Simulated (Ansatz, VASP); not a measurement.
# ZrC: VASP beside Ansatz

INCAR

```
SYSTEM = ZrC
PREC = Accurate
ENCUT = 520
EDIFF = 1E-8
ISMEAR = -1
SIGMA = 0.05
LREAL = .FALSE.
LASPH = .TRUE.
NELM = 80
ALGO = Normal
ISIF = 2
LWAVE = .FALSE.
LCHARG = .FALSE.
GGA = PE
LEFG = .TRUE.
NBANDS = 15
```

Contents of KPOINTS:

```
regular mesh
0
G
  15 15 15
  0 0 0
```

The input POSCAR:

```
ZrC
1.0
    0.0000000000      2.3737121000      2.3502100000
    2.3737121000      0.0000000000      2.3502100000
    2.3737121000      2.3737121000      0.0000000000
Zr C
1 1
Direct
    0.5000000000      0.5000000000      0.5000000000
    0.0000000000      0.0000000000      0.0000000000
```

Input for Ansatz:

```yaml
crystal:
  lattice:
    - [0.0, 2.3737121, 2.35021]
    - [2.3737121, 0.0, 2.35021]
    - [2.3737121, 2.3737121, 0.0]
  atoms:
    - { symbol: Zr, position: [0.5, 0.5, 0.5] }
    - { symbol: C, position: [0.0, 0.0, 0.0] }
kpoints:
  mp_grid: { grid: [15, 15, 15] }
scf:
  occupations: { method: fermi_dirac, width: 0.05 }
hamiltonian:
  xc: pbe
  pseudopotentials: { kind: all_electron, datasets: crystal }
output:
  forces: true
  stress: true
  eigenvalues: true
  efg: { contact_densities: true }
```

Change from the starting cell: equal xx and yy strain of +1 %, crystal datasets.

Alike in both runs: task electric field gradients; functional PBE; k mesh 15 × 15 × 15; occupations fermi-dirac, width 0.05 eV; no spin polarisation.

|  | VASP | Ansatz |
| --- | --- | --- |
| version | VASP 6.6.1 | Ansatz 0.2.0 |
| potentials or method | VASP PAW PBE potentials, release 64 (Zr_sv, C), cutoff 520 eV | all-electron PAW with datasets made for the crystal, scalar-relativistic |

Ansatz gave:

* pressure (GPa): -3.1
* traceless stress, the component that is largest in VASP (GPa): 2.21
* size of Vzz on the site where it differs most (V/Å²): 14.8

Task: What did VASP give for the same quantities?

Result: Pressure (GPa): -2.9; traceless stress, the component that is largest in VASP (GPa): 2.23; size of Vzz on the site where it differs most (V/Å²): 14.5.

Ansatz ran all-electron here, and VASP with PAW potentials.
